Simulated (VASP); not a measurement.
ZrS: single point with LDA

ZrS:

```
Zr S
1.0
     0.00000    2.56680    2.56680
     2.56680    0.00000    2.56680
     2.56680    2.56680    0.00000
Zr S
1 1
Cartesian
  0.0000 0.0000 0.0000
  2.5668 2.5668 2.5668
```

```
Program                : VASP 6.6.1
Task                   : single point
Functional             : LDA
Potentials or basis    : VASP PAW LDA potentials, release 64 (Zr_sv, S)
Cutoff                 : 520 eV
k mesh                 : 14 × 14 × 14
Occupations            : gaussian, width 0.1 eV
Spin                   : no spin polarisation
Dipole correction      : no
Further INCAR settings : ALGO = Normal; EDIFF = 1e-06; NBANDS = 16
```

| Property | Result |
| --- | --- |
| Pressure | 0.3 GPa |
| Band gap on the k mesh | zero (band 9 reaches 12.99 eV, above the bottom of band 10 at 9.87 eV) |

Levels at points of the mesh, in eV from the Fermi level:
```tsv
k point	band 5	band 6	band 7	band 8	band 9	band 10	band 11	band 12	band 13	band 14
(0.00, 0.00, 0.00)	-16.05	-3.50	-3.50	-3.50	-1.52	-1.52	-1.52	-0.78	-0.78	2.40
(0.50, 0.00, 0.00)	-14.23	-8.32	-6.21	-6.21	1.60	1.60	1.99	2.00	6.01	6.01
(0.50, 0.50, 0.00)	-15.15	-6.30	-4.45	-4.45	-3.77	0.52	2.60	2.60	3.09	3.80
```

It took 76 s on 1 thread of Intel Xeon 8259CL, on a shared host, peak memory 0.18 GiB.
